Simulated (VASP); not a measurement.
# TePb (Pm-3m) in VASP: further runs, part 2 of 2

VASP 6.6.1.

**3. Relaxation of cell and atoms, LDA**

This run uses another cell than the first one, of 32.05 Å³/atom, 1.105 times its volume.

INCAR

```
SYSTEM = TePb
PREC = Accurate
ENCUT = 600
EDIFF = 1E-6
ISMEAR = 0
SIGMA = 0.1
LREAL = .FALSE.
LASPH = .TRUE.
NELM = 100
ALGO = Normal
ISIF = 3
LWAVE = .FALSE.
LCHARG = .FALSE.
IBRION = 2
NSW = 100
EDIFFG = -0.005
```

KPOINTS

```
regular mesh
0
G
  10 10 10
  0 0 0
```

POSCAR

```
TePb
1.0
    4.0022870000      0.0000000000      0.0000000000
    0.0000000000      4.0022870000      0.0000000000
    0.0000000000      0.0000000000      4.0022870000
Te Pb
1 1
Direct
    0.5000000000      0.5000000000      0.5000000000
    0.0000000000      0.0000000000      0.0000000000
```

Potentials or basis: VASP PAW LDA potentials, release 64 (Te, Pb_d).

Launch:

```bash
> cat potpaw_LDA.64/Te/POTCAR potpaw_LDA.64/Pb_d/POTCAR > POTCAR
> mpirun -np 1 vasp_std > vasp.out
```

OUTCAR:

```text
SYSTEM = TePb
   PREC = Accurate
   ENCUT = 600
   EDIFF = 1E-6
   ISMEAR = 0
   LREAL = .FALSE.
   LASPH = .TRUE.
   NELM = 100
   ISIF = 3
   IBRION = 2
   NSW = 100
   EDIFFG = -0.005

 ion  position               nearest neighbor table
   1  0.500  0.500  0.500-   2 3.47   2 3.47   2 3.47   2 3.47   2 3.47   2 3.47   2 3.47   2 3.47

   2  0.000  0.000  0.000-   1 3.47   1 3.47   1 3.47   1 3.47   1 3.47   1 3.47   1 3.47   1 3.47

  LATTYP: Found a simple cubic cell.
 ALAT       =     4.0022870000

  Lattice vectors:

 A1 = (   4.0022870000,   0.0000000000,   0.0000000000)
 A2 = (   0.0000000000,   4.0022870000,   0.0000000000)
 A3 = (   0.0000000000,   0.0000000000,   4.0022870000)

Analysis of symmetry for initial positions (statically):
=====================================================================
 Subroutine PRICEL returns:
 Original cell was already a primitive cell.

 Routine SETGRP: Setting up the symmetry group for a
 simple cubic supercell.

 Subroutine GETGRP returns: Found 48 space group operations
 (whereof 48 operations were pure point group operations)
 out of a pool of 48 trial point group operations.

The static configuration has the point symmetry O_h .

Analysis of symmetry for dynamics (positions and initial velocities):
=====================================================================
 Subroutine PRICEL returns:
 Original cell was already a primitive cell.

 Routine SETGRP: Setting up the symmetry group for a
 simple cubic supercell.
[... 152 lines left out ...]
  ---------------------------------------------------
  free energy    TOTEN  =        -8.30841264 eV

  energy without entropy =       -8.30195831  energy(sigma->0) =       -8.30518547

 E-fermi :   6.0808     XC(G=0):  -9.9300

 val. band max:        6.0461776803   @ k =   0.5000   0.1000   0.0000
 cond. band min:       6.0997086646   @ k =   0.2000   0.2000   0.1000
 fundamental gap:      0.0535309844
 Fermi energy:         6.0808023210

 k-point     1 :       0.0000    0.0000    0.0000
  band No.  band energies     occupation
      1     -10.8905      2.00000
      2     -10.8905      2.00000
      3     -10.8091      2.00000
      4     -10.8091      2.00000
      5     -10.8091      2.00000
      6      -6.0237      2.00000
      7      -0.6685      2.00000
      8       4.5935      2.00000
      9       4.5935      2.00000
     10       4.5935      2.00000
     11      10.1991      0.00000
     12      10.1991      0.00000
     13      11.3251      0.00000
     14      11.3251      0.00000
[... 462 lines left out ...]
--------------------------------------- Ionic step        3  -------------------------------------------

 number of electron      20.0000003 magnetization

 Free energy of the ion-electron system (eV)
  ---------------------------------------------------
  ext. energy  EPLUGINS =         0.00000000
  ---------------------------------------------------
  free energy    TOTEN  =        -8.39171197 eV

  energy without entropy =       -8.38544157  energy(sigma->0) =       -8.38857677

 E-fermi :   7.2553     XC(G=0): -10.3779

 val. band max:        7.2207851913   @ k =   0.5000   0.1000   0.0000
 cond. band min:       7.2951155414   @ k =   0.5000   0.5000   0.3000
 fundamental gap:      0.0743303501
 Fermi energy:         7.2553224354

 k-point     1 :       0.0000    0.0000    0.0000
  band No.  band energies     occupation
      1      -9.6912      2.00000
      2      -9.6912      2.00000
      3      -9.5791      2.00000
      4      -9.5791      2.00000
      5      -9.5791      2.00000
      6      -5.5219      2.00000
      7       0.8244      2.00000
      8       5.5432      2.00000
      9       5.5432      2.00000
     10       5.5432      2.00000
     11      11.2424      0.00000
     12      11.2424      0.00000
     13      13.1805      0.00000
     14      13.1805      0.00000
[... 420 lines left out ...]
  FREE ENERGIE OF THE ION-ELECTRON SYSTEM (eV)
  ---------------------------------------------------
  free  energy   TOTEN  =        -8.3917119685 eV

  energy  without entropy=       -8.3854415698  energy(sigma->0) =       -8.38857677

 reached required accuracy - stopping structural energy minimisation
```

OSZICAR:

```text
N       E                     dE             d eps       ncg     rms          rms(c)
DAV:   1     0.156226448572E+03    0.15623E+03   -0.10122E+04  1568   0.156E+03
DAV:   2     0.313246273055E+01   -0.15309E+03   -0.15049E+03  1616   0.356E+02
DAV:   3    -0.820088618600E+01   -0.11333E+02   -0.11053E+02  2078   0.101E+02
[... 22 lines left out ...]
DAV:   3    -0.839169217813E+01    0.11781E-01   -0.50886E-02  1928   0.389E+00    0.136E-01
DAV:   4    -0.839172004370E+01   -0.27866E-04   -0.68469E-04  1568   0.282E-01    0.118E-01
DAV:   5    -0.839171386775E+01    0.61759E-05   -0.20647E-04  1914   0.127E-01    0.218E-02
DAV:   6    -0.839171222442E+01    0.16433E-05   -0.10952E-05  2048   0.598E-02    0.781E-03
DAV:   7    -0.839171196848E+01    0.25593E-06   -0.60050E-07   922   0.545E-03
   3 F= -.83917120E+01 E0= -.83885768E+01  d E =-.832993E-01
```

Wall time 26 s (1 thread of Intel Xeon 6975P-C (Granite Rapids), shared host); peak memory 0.21 GiB.

What came out:

```
Free energy                            : -8.3917 eV
Relaxed volume                         : 29.05 Å³/atom
Relaxed cell                           : a = 3.873 Å, b = 3.873 Å, c = 3.873 Å, α = 90.00°, β = 90.00°, γ = 90.00°
Space group after relaxing (to 0.05 Å) : Pm-3m (No. 221)
Energy gained by relaxing              : 41.6 meV/atom
Ionic steps                            : 3
Pressure after relaxing                : 0.0 GPa
Band gap on the k mesh                 : zero (band 10 reaches 7.59 eV, above the bottom of band 11 at 5.98 eV)
```

Step by step:
```tsv
step	energy change (eV)	largest force (eV/Å)	pressure (GPa)	volume (Å³)
1	0.0000	0.0000	-4.06	64.11
2	-0.0790	0.0000	1.17	56.87
3	-0.0833	0.0000	-0.01	58.09
```

Final structure:
```yaml
crystal:
  lattice:
    - [3.87296, 0.00000, 0.00000]
    - [0.00000, 3.87296, 0.00000]
    - [0.00000, 0.00000, 3.87296]
  atoms:
    - { symbol: Te, position: [0.50000, 0.50000, 0.50000] }
    - { symbol: Pb, position: [0.00000, 0.00000, 0.00000] }
```

Caveat: spin-orbit coupling is left out, which moves the levels of the heavy elements.
